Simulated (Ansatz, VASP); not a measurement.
**SiNi: VASP beside Ansatz**

```
Ni Si
1.0
     4.50369    0.00000    0.00000
     0.00000    4.50369    0.00000
     0.00000    0.00000    4.50369
Ni Si
4 4
Direct
  0.14950 0.14950 0.14950
  0.64950 0.35050 0.85050
  0.85050 0.64950 0.35050
  0.35050 0.85050 0.64950
  0.84683 0.84683 0.84683
  0.34683 0.65317 0.15317
  0.15317 0.34683 0.65317
  0.65317 0.15317 0.34683
```

Alike in both runs: task relaxation of cell and atoms; functional PBEsol; k mesh 6 × 6 × 6; occupations fermi-dirac, width 0.05 eV; collinear spin.

```csv
,VASP,Ansatz
version,VASP 6.6.1,Ansatz 0.2.0
potentials or method,"VASP PAW PBE potentials, release 64 (Ni, Si)",Ansatz PAW
plane-wave cutoff (eV),600,420
valence electrons in the cell,56,88
```

Ansatz gave:

| Property | Result |
| --- | --- |
| gap on the k mesh at the Fermi level, each at its own relaxed structure (eV) | none |
| net moment per atom (μB) | 0.00 |
| relaxed volume (Å³/atom) | 11.15 |
| relaxed length of the cell vector where the two differ most in proportion (Å) | 4.467 |

Task: What did VASP give for the same quantities?

Result: gap on the k mesh at the Fermi level, each at its own relaxed structure (eV): none; net moment per atom (μB): 0.00; relaxed volume (Å³/atom): 11.15; relaxed length of the cell vector where the two differ most in proportion (Å): 4.468.

VASP's potentials were made for PBE, not for PBEsol. A gap of «none» marks a metal or a gap that the smearing closes. VASP's potentials hold 56 valence electrons a cell and Ansatz's 88, so a difference there can come from the potentials and not from the codes.

Noted on Ansatz's run: the plane-wave basis is chosen anew once the cell has moved, so the energies of steps on either side of that aren't comparable.
